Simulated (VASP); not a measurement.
Al, 1 atom in the cell. The typed cell holds 1 atom: a = 2.758 Å, b = 2.754 Å, c = 2.754 Å, α = 109.40°, β = 109.47°, γ = 109.47°. This isn't the form of Al at room conditions, which is fcc. This cell differs from its parent crystal: strain +0.0025 x Voigt [0, 0, 0, 1, 0, 0].

* Program: VASP 6.6.1
* Task: single point
* Functional: PBEsol
* Potentials or basis: VASP PAW PBE potentials, release 64 (Al)
* Cutoff: 520 eV
* k mesh: 20 × 20 × 20
* Occupations: gaussian, width 0.15 eV
* Spin: no spin polarisation
* Dipole correction: no
* Further INCAR settings: ALGO = Fast; EDIFF = 1e-07; NBANDS = 8

Potentials or basis: VASP PAW PBE potentials, release 64 (Al).

Run with:

```console
$ cat potpaw_PBE.64/Al/POTCAR > POTCAR
$ mpirun -np 1 vasp_std > vasp.out
```

Hardware: 1 thread of Intel(R) Xeon(R) Platinum 8259CL CPU @ 2.50GHz (Skylake/Cascade Lake) (shared host).

How long does it take, and how much memory?

It took 120 s on 1 thread of Intel(R) Xeon(R) Platinum 8259CL CPU @ 2.50GHz (Skylake/Cascade Lake), with other jobs on the host, peak memory 0.23 GiB. Counts: scf iterations 13, k points 1166.
